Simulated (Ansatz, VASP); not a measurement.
**Cr: VASP beside Ansatz**

```
Cr
1.0
     2.45245    0.00000    0.00000
    -1.22623    2.12388    0.00000
     0.00000    0.00000    4.40418
Cr
2
Direct
  0.33333 0.66667 0.25000
  0.66667 0.33333 0.75000
```

Alike in both runs: functional PBEsol; k mesh 12 × 12 × 4; occupations gaussian, width 0.1 eV; collinear spin.

Ansatz relaxed the structure, and its values are those at the end. VASP's run is a single point on that final structure, the one shown.

|  | VASP | Ansatz |
| --- | --- | --- |
| version | VASP 6.6.1 | Ansatz 0.2.0 |
| potentials or method | VASP PAW PBE potentials, release 64 (Cr_pv), cutoff 520 eV | scalar-relativistic, plane waves, PAW |
| valence electrons in the cell | 24 | 28 |

Ansatz gave:

```
gap on the k mesh at the Fermi level (eV) : none
pressure (GPa)                            : 0.0
net moment per atom (μB)                  : 0.00
```

Task: Which values does VASP return?

Result: gap on the k mesh at the Fermi level (eV): none; pressure (GPa): -0.5; net moment per atom (μB): 0.00.

VASP's potentials were made for PBE, not for PBEsol. A gap of «none» marks a metal or a gap that the smearing closes. VASP's potentials hold 24 valence electrons a cell and Ansatz's 28, so a difference there can come from the potentials and not from the codes. Ansatz's warnings: seeded moment not kept.
